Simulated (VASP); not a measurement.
# Al (I4/mmm) in VASP: single point with PBEsol

Aim: the single point of Al with PBEsol.

Program: VASP 6.6.1. These are calculated values, not measurements. Logs are shortened: lines on timing, memory, paths and dates and some standing lists are left out, and cuts for length are marked.

## Step 1: The cell of the first run

Symmetry: I4/mmm, No. 139, tetragonal system. The conventional cell has a = 3.213 Å, b = 3.213 Å, c = 3.470 Å, α = 90.00°, β = 90.00°, γ = 90.00°. Al (site symmetry 4/mmm) has 14 Al at 2.86 to 3.47 Å within 3.8 Å.

## Step 2: Single point, PBEsol (strain +0.000 along x and y, +0.080 along z)

Contents of INCAR:

```
SYSTEM = Al
PREC     = Accurate       ! precision mode
ENCUT    = 520            ! plane-wave cutoff, eV
EDIFF    = 1E-7           ! SCF threshold, eV
ISMEAR   = 0              ! smearing method
SIGMA    = 0.15           ! smearing width, eV
LREAL    = .False.        ! projectors in reciprocal space
LASPH    = .True.         ! aspherical terms in the spheres
NELM     = 80             ! most SCF steps
ALGO     = Fast           ! electronic algorithm
ISIF     = 2              ! what is computed and relaxed
LWAVE    = .False.        ! write WAVECAR
LCHARG   = .False.        ! write CHGCAR
GGA      = PS             ! functional
NBANDS   = 8              ! bands
```

Contents of KPOINTS:

```
regular mesh
0
Gamma
  26 26 26
  0 0 0
```

Contents of POSCAR:

```
Al
1.0
   -1.6064390039      1.6064390039      1.7349541242
    1.6064390039     -1.6064390039      1.7349541242
    1.6064390039      1.6064390039     -1.7349541242
Al
1
Direct
    0.0000000000      0.0000000000      0.0000000000
```

Potentials or basis: VASP PAW PBE potentials, release 64 (Al).

Started as:

```bash
$ cat potpaw_PBE.64/Al/POTCAR > POTCAR
$ mpirun -np 1 vasp_std > vasp.out
```

OUTCAR:

```text
SYSTEM = Al
   PREC = Accurate
   ENCUT = 520
   EDIFF = 1E-7
   ISMEAR = 0
   LREAL = .False.
   LASPH = .True.
   NELM = 80
   ISIF = 2
   GGA = PS

 ion  position               nearest neighbor table
   1  0.000  0.000  0.000-

  LATTYP: Found a body centered tetragonal cell.
 ALAT       =     3.2128780078
 C/A-ratio  =     1.0800000000

  Lattice vectors:

 A1 = (  -1.6064390039,   1.6064390039,   1.7349541242)
 A2 = (   1.6064390039,  -1.6064390039,   1.7349541242)
 A3 = (   1.6064390039,   1.6064390039,  -1.7349541242)

Analysis of symmetry for initial positions (statically):
=====================================================================
 Subroutine PRICEL returns:
 Original cell was already a primitive cell.

 Routine SETGRP: Setting up the symmetry group for a
 body centered tetragonal supercell.

 Subroutine GETGRP returns: Found 16 space group operations
 (whereof 16 operations were pure point group operations)
 out of a pool of 16 trial point group operations.

The static configuration has the point symmetry D_4h.

Analysis of symmetry for dynamics (positions and initial velocities):
=====================================================================
 Subroutine PRICEL returns:
 Original cell was already a primitive cell.

 Routine SETGRP: Setting up the symmetry group for a
 body centered tetragonal supercell.

 Subroutine GETGRP returns: Found 16 space group operations
 (whereof 16 operations were pure point group operations)
 out of a pool of 16 trial point group operations.

The dynamic configuration has the point symmetry D_4h.

 Subroutine INISYM returns: Found 16 space group operations
 (whereof 16 operations are pure point group operations),
 and found     1 'primitive' translations

----------------------------------------------------------------------------------------

                                     Primitive cell

  volume of cell :      17.9092

  direct lattice vectors                    reciprocal lattice vectors
    -1.606439004  1.606439004  1.734954124     0.000000000  0.311247423  0.288192058
     1.606439004 -1.606439004  1.734954124     0.311247423  0.000000000  0.288192058
     1.606439004  1.606439004 -1.734954124     0.311247423  0.311247423  0.000000000

  length of vectors
     2.858558791  2.858558791  2.858558791     0.424181118  0.424181118  0.440170327

  position of ions in fractional coordinates (direct lattice)
     0.000000000  0.000000000  0.000000000

  ion indices of the primitive-cell ions
   primitive index   ion index
                 1           1

----------------------------------------------------------------------------------------

 KPOINTS: regular mesh

Automatic generation of k-mesh.
 Grid dimensions read from file:
 generate k-points for:   26   26   26

 Generating k-lattice:

  Cartesian coordinates                     Fractional coordinates (reciprocal lattice)
     0.000000000  0.011971055  0.011084310     0.038461538  0.000000000  0.000000000
     0.011971055  0.000000000  0.011084310     0.000000000  0.038461538  0.000000000
     0.011971055  0.011971055  0.000000000     0.000000000  0.000000000  0.038461538

  Length of vectors
     0.016314658  0.016314658  0.016929628

  Shift w.r.t. Gamma in fractional coordinates (k-lattice)
     0.000000000  0.000000000  0.000000000

 Subroutine IBZKPT returns following result:
 ===========================================

 Found   1330 irreducible k-points:

 Following reciprocal coordinates:
            Coordinates               Weight
  0.000000  0.000000  0.000000      1.000000
  0.038462  0.000000 -0.000000      8.000000
  0.076923  0.000000 -0.000000      8.000000
  0.115385  0.000000 -0.000000      8.000000
  0.153846  0.000000 -0.000000      8.000000
  0.192308  0.000000 -0.000000      8.000000
[... 16 lines left out ...]
  0.346154  0.038462 -0.000000     16.000000
  0.384615  0.038462 -0.000000     16.000000
 [... further k-points ...]
   k-points           NKPTS =   1330   k-points in BZ     NKDIM =   1330   number of bands    NBANDS=      8
   number of dos      NEDOS =    301   number of ions     NIONS =      1
   total plane-waves  NPLWV =  13824
   dimension x,y,z NGX =    24 NGY =   24 NGZ =   24
   dimension x,y,z NGXF=    48 NGYF=   48 NGZF=   48
   ions per type =               1
   NGX,Y,Z   is equivalent  to a cutoff of  13.96, 13.96, 13.96 a.u.
   NGXF,Y,Z  is equivalent  to a cutoff of  27.92, 27.92, 27.92 a.u.
 SYSTEM =  Al
   PREC   = accura    normal or accurate (medium, high low for compatibility)
   ISTART =      0    job   : 0-new  1-cont  2-samecut
   ICHARG =      2    charge: 1-file 2-atom 10-const
   ISPIN  =      1    spin polarized calculation?
   LNONCOLLINEAR =      F non collinear calculations
   LSORBIT =      F    spin-orbit coupling
   LASPH  =      T    aspherical Exc in radial PAW
   ENCUT  =  520.0 eV  38.22 Ry    6.18 a.u.   5.32  5.32  5.32*2*pi/ulx,y,z
   NELM   =     80;   NELMIN=  2; NELMDL= -5     # of ELM steps
   EDIFF  = 0.1E-06   stopping-criterion for ELM
   LREAL  =      F    real-space projection
   EDIFFG = 0.1E-05   stopping-criterion for IOM
   NSW    =      0    number of steps for IOM
   IBRION =     -1    ionic relax: 0-MD 1-quasi-New 2-CG
   NFREE  =      0    steps in history (QN), initial steepest desc. (CG)
   ISIF   =      2    stress and relaxation
   ISYM   =      2    0-nonsym 1-usesym 2-fastsym
   POTIM  = 0.5000    time-step for ionic-motion
   TEBEG  =    0.0;   TEEND  =   0.0 temperature during run
   PSTRESS=    0.0 pullay stress
   NELECT =       3.0000    total number of electrons
   NUPDOWN=      -1.0000    fix difference up-down
   EMIN   =  10.00;   EMAX   =-10.00  energy-range for DOS
   EFERMI =   0.00;   METHOD = LEGACY
   ISMEAR =     0;   SIGMA  =   0.15  broadening in eV -4-tet -1-fermi 0-gaus
   EFERMI_NEDOS =   21; number of points for ismear=-14 and -15
   IALGO  =     68    algorithm
   IMIX   =      4    mixing-type and parameters
     AMIX     =   0.40;   BMIX     =  1.00
     AMIX_MAG =   1.60;   BMIX_MAG =  1.00
  volume/ion in A,a.u.               =      17.91       120.86
  Fermi-wavevector in a.u.,A,eV,Ry     =   0.902450  1.705383 11.080800  0.814416
  Thomas-Fermi vector in A             =   2.025655
   LORBIT       =      0    0 simple, 1 ext, 2 COOP (PROOUT), +10 PAW based schemes
   GGA     = PS    functional components
   LHFCALC =     F    Hartree Fock is set to
   AEXX    =    0.0000 exact exchange contribution
   IVDW    =     0    specifies the selected vdW correction
   LEPSILON=     F    determine dielectric tensor
   LRPA    =     F    only Hartree local field effects (RPA)
 non-spin polarized calculation
 RMM-DIIS sequential band-by-band and
 Gauss-broadening in eV      SIGMA  =   0.15
  energy-cutoff  :      520.00
  volume of cell :       17.91
 maximum number of plane-waves:       498
 NGX is ok and might be reduce to    24
   NGX = 11   NGY = 11   NGZ = 11

 number of electron       3.0000000 magnetization

 Free energy of the ion-electron system (eV)
  ---------------------------------------------------
  ext. energy  EPLUGINS =         0.00000000
  ---------------------------------------------------
  free energy    TOTEN  =        -3.98285498 eV

  energy without entropy =       -3.97786599  energy(sigma->0) =       -3.98036048

 E-fermi :   7.1034     XC(G=0):  -9.9648

 val. band max:        7.1002534236   @ k =  -0.3462   0.5000   0.1154
 cond. band min:       7.1038626457   @ k =  -0.3462   0.4615   0.0769
 fundamental gap:      0.0036092222
 Fermi energy:         7.1033704295

 k-point     1 :       0.0000    0.0000    0.0000
  band No.  band energies     occupation
      1      -3.4498      2.00000
      2      19.4167      0.00000
      3      19.4167      0.00000
      4      20.2718      0.00000
      5      20.6989      0.00000
      6      20.6989      0.00000
      7      21.0422      0.00000
      8      21.7982      0.00000

 k-point     2 :       0.0385    0.0000   -0.0000
  band No.  band energies     occupation
      1      -3.4104      2.00000
      2      18.7116      0.00000
      3      19.1128      0.00000
      4      20.3257      0.00000
      5      20.5184      0.00000
      6      20.8738      0.00000
      7      21.4147      0.00000
      8      21.7117      0.00000

 k-point     3 :       0.0769    0.0000   -0.0000
  band No.  band energies     occupation
      1      -3.2923      2.00000
      2      17.4303      0.00000
      3      18.5443      0.00000
      4      20.0167      0.00000
      5      20.0660      0.00000
      6      21.3176      0.00000
      7      21.5554      0.00000
      8      22.1852      0.00000

 k-point     4 :       0.1154    0.0000   -0.0000
  band No.  band energies     occupation
      1      -3.0955      2.00000
      2      15.9841      0.00000
      3      17.9586      0.00000
      4      19.4860      0.00000
      5      19.6126      0.00000
      6      21.2768      0.00000
      7      21.7594      0.00000
      8      22.7374      0.00000

 k-point     5 :       0.1538    0.0000   -0.0000
  band No.  band energies     occupation
      1      -2.8205      2.00000
      2      14.4958      0.00000
      3      17.4122      0.00000
      4      18.8737      0.00000
      5      19.1959      0.00000
      6      20.8749      0.00000
      7      22.0948      0.00000
      8      22.8042      0.00000

 k-point     6 :       0.1923    0.0000   -0.0000
  band No.  band energies     occupation
      1      -2.4676      2.00000
      2      13.0176      0.00000
      3      16.9208      0.00000
      4      18.2782      0.00000
      5      18.7921      0.00000
      6      20.4049      0.00000
      7      22.3351      0.00000
      8      23.1825      0.00000

 k-point     7 :       0.2308    0.0000   -0.0000
  band No.  band energies     occupation
      1      -2.0375      2.00000
      2      11.5741      0.00000
      3      16.4899      0.00000
      4      17.7243      0.00000
      5      18.4160      0.00000
      6      19.9360      0.00000
      7      22.5797      0.00000
      8      23.7190      0.00000
[... 133 lines left out ...]
 k-point    20 :       0.2308    0.0385    0.0000
  band No.  band energies     occupation
      1      -1.7824      2.00000
      2      10.9518      0.00000
      3      15.5917      0.00000
      4      17.3867      0.00000
      5      18.5214      0.00000
      6      20.3243      0.00000
      7      23.3002      0.00000
      8      23.5331      0.00000

 k-point    21 :       0.2692    0.0385   -0.0000
  band No.  band energies     occupation
      1      -1.2405      2.00000
      2       9.5806      0.00000
      3      15.2546      0.00000
      4      16.9274      0.00000
      5      18.1900      0.00000
      6      19.9370      0.00000
      7      23.7004      0.00000
      8      24.0927      0.00000

 k-point    22 :       0.3077    0.0385   -0.0000
  band No.  band energies     occupation
      1      -0.6230      2.00000
      2       8.2666      0.00000
      3      14.9833      0.00000
      4      16.5275      0.00000
      5      17.9190      0.00000
      6      19.5784      0.00000
      7      24.1156      0.00000
      8      24.7685      0.00000

 k-point    23 :       0.3462    0.0385   -0.0000
  band No.  band energies     occupation
      1       0.0691      2.00000
      2       7.0138      1.60139
      3      14.7786      0.00000
      4      16.1906      0.00000
      5      17.7110      0.00000
      6      19.2656      0.00000
      7      24.5687      0.00000
      8      25.5102      0.00000

 k-point    24 :       0.3846    0.0385   -0.0000
  band No.  band energies     occupation
      1       0.8349      2.00000
      2       5.8250      2.00000
      3      14.6411      0.00000
      4      15.9191      0.00000
      5      17.5676      0.00000
      6      19.0081      0.00000
      7      25.0349      0.00000
      8      26.2894      0.00000

 [... further k-points ...]
[... 5 lines left out ...]
  --------------------------------------------------------------------------------------
  -------------------------------------------------------------------------------------
  Total       -0.6478156     -0.6478156     -0.3386653      0.0000000     -0.0000000      0.0000000
  in kB      -57.9542819    -57.9542819    -30.2973611      0.0000000     -0.0000000      0.0000000
  external PRESSURE =     -48.7353083 kB  Pullay stress =       0.0000000 kB

 VOLUME and BASIS-vectors are now :
 -----------------------------------------------------------------------------
  energy-cutoff  :      520.00
  volume of cell :       17.91
      direct lattice vectors                 reciprocal lattice vectors
    -1.606439004  1.606439004  1.734954124     0.000000000  0.311247423  0.288192058
     1.606439004 -1.606439004  1.734954124     0.311247423  0.000000000  0.288192058
     1.606439004  1.606439004 -1.734954124     0.311247423  0.311247423  0.000000000

 POSITION                                       TOTAL-FORCE (eV/Angst)
 -----------------------------------------------------------------------------------
      0.00000      0.00000      0.00000        -0.000000      0.000000     -0.000000
 -----------------------------------------------------------------------------------
    total drift:                                0.000000     -0.000000      0.000000

  FREE ENERGIE OF THE ION-ELECTRON SYSTEM (eV)
  ---------------------------------------------------
  free  energy   TOTEN  =        -3.9828549784 eV

  energy  without entropy=       -3.9778659863  energy(sigma->0) =       -3.98036048
```

Run time: 87 s. Hardware: 1 thread of Intel Xeon Platinum 8559C (Emerald Rapids), shared host; peak memory 0.27 GiB.

Results:

| Quantity | Value |
| --- | --- |
| Free energy | -3.9829 eV |
| Pressure | -4.9 GPa |

Stress tensor (GPa, compression positive):
```
-5.80  0.00  0.00
 0.00 -5.80  0.00
 0.00  0.00 -3.03
```

Levels at points of the mesh, in eV from the Fermi level:
```tsv
k point	band 1	band 2	band 3	band 4	band 5	band 6
(0.00, 0.00, 0.00)	-10.55	12.31	12.31	13.17	13.60	13.60
(0.50, 0.00, 0.00)	-4.10	-3.96	8.07	8.63	10.01	11.07
(0.50, 0.50, 0.00)	-3.75	-3.29	6.77	7.16	8.30	10.18
(0.50, 0.50, 0.50)	0.51	2.24	2.44	2.44	3.52	5.19
```

Caveat: the cell differs from its parent crystal (strain +0.000 along x and y, +0.080 along z); the PAW data sets were made with another functional, which shifts forces and pressure a little.
